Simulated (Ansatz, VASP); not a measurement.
**Two plane-wave programs on C**

```xyz
4
Lattice="1.2333 -2.1360 0.0000 1.2333 2.1360 0.0000 0.0000 0.0000 8.7070" Properties=species:S:1:pos:R:3 pbc="T T T"
C     1.2333    1.6946    6.1913
C     1.2333   -0.2706    2.5157
C     1.2333   -1.6946    2.5157
C     1.2333    0.2706    6.1913
```

Change from the starting cell: mode 1 frozen in at -0.085 Å and mode 6 at -0.342 Å (largest displacements).

Alike in both runs: task single point; functional PBE; k mesh 18 × 18 × 6; occupations gaussian, width 0.15 eV; no spin polarisation.

```csv
,VASP,Ansatz
version,VASP 6.6.1,Ansatz 0.2.0
potentials or method,"VASP PAW PBE potentials, release 64 (C), cutoff 520 eV","scalar-relativistic, plane waves, PAW"
valence electrons in the cell,16,16
```

```csv
,VASP,Ansatz,Ansatz less VASP
gap on the k mesh at the Fermi level (eV),0.11,0.11,0.000
least direct gap on the mesh (eV),0.11,0.11,0.000
pressure (GPa),0.4,0.1,-0.33
"traceless stress, the component that is largest in VASP (GPa)",-0.09,0.33,+0.427
rms of the force components (eV/Å),0.012,0.011,-0.0002
```

Atom by atom the forces differ by 0.000 eV/Å (rms over components). With one functional, cell and mesh, what is left measures potentials, basis and numerics.
